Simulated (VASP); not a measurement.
ScSbS3: single point with PBE

ScSbS3:

```
CELL_PARAMETERS angstrom
4.12147 0.00000 0.00000
-2.06073 3.56929 0.00000
0.00000 0.00000 7.94341
ATOMIC_POSITIONS crystal
Sc 0.33333 0.66667 0.50000
Sb 0.66667 0.33333 0.00000
S 0.00000 0.00000 0.79661
S 0.00000 0.00000 0.20339
S 0.66667 0.33333 0.50000
```

* Program: VASP 6.6.1
* Task: single point
* Functional: PBE
* Potentials or basis: VASP PAW PBE potentials, release 64 (Sc_sv, Sb, S)
* Cutoff: 520 eV
* k mesh: 6 × 6 × 4
* Occupations: gaussian, width 0.1 eV
* Spin: no spin polarisation
* Dipole correction: no
* Further INCAR settings: ALGO = Normal; EDIFF = 1e-07; NBANDS = 25

The pressure is -0.2 GPa and the largest force is 0.012 eV/Å. The band gap on the k mesh is 0.43 eV, indirect (least direct gap 0.78 eV).

Forces in eV/Å, atoms in the order of the input:
```
Sc   0.000  0.000  0.000
Sb   0.000  0.000  0.000
S    0.000  0.000  0.012
S    0.000  0.000 -0.012
S    0.000  0.000  0.000
```

Stress tensor (GPa, compression positive):
```
-0.15  0.00  0.00
 0.00 -0.15  0.00
 0.00  0.00 -0.27
```

Levels at points of the mesh, in eV from the valence-band top:
| k point | band 14 | band 15 | band 16 | band 17 | band 18 | band 19 | band 20 | band 21 |
| --- | --- | --- | --- | --- | --- | --- | --- | --- |
| (0.00, 0.00, 0.00) | -2.07 | -1.55 | -1.55 | -1.22 | 1.25 | 1.25 | 1.46 | 1.47 |
| (0.50, 0.00, 0.00) | -2.50 | -2.10 | -1.56 | -0.88 | 0.69 | 1.56 | 1.64 | 1.68 |
| (0.00, 0.00, 0.50) | -2.18 | -1.38 | -1.38 | -0.35 | 0.43 | 0.89 | 0.89 | 1.94 |
| (0.50, 0.00, 0.50) | -2.87 | -1.68 | -1.60 | -1.12 | 0.94 | 0.94 | 1.69 | 1.85 |

Run time: 31 s on 1 thread of Intel(R) Xeon(R) 6975P-C (Granite Rapids), with other jobs on the host, peak memory 0.26 GiB.

Caveat: spin-orbit coupling is left out, which moves the levels of the heavy elements. A k mesh can miss the band edges.
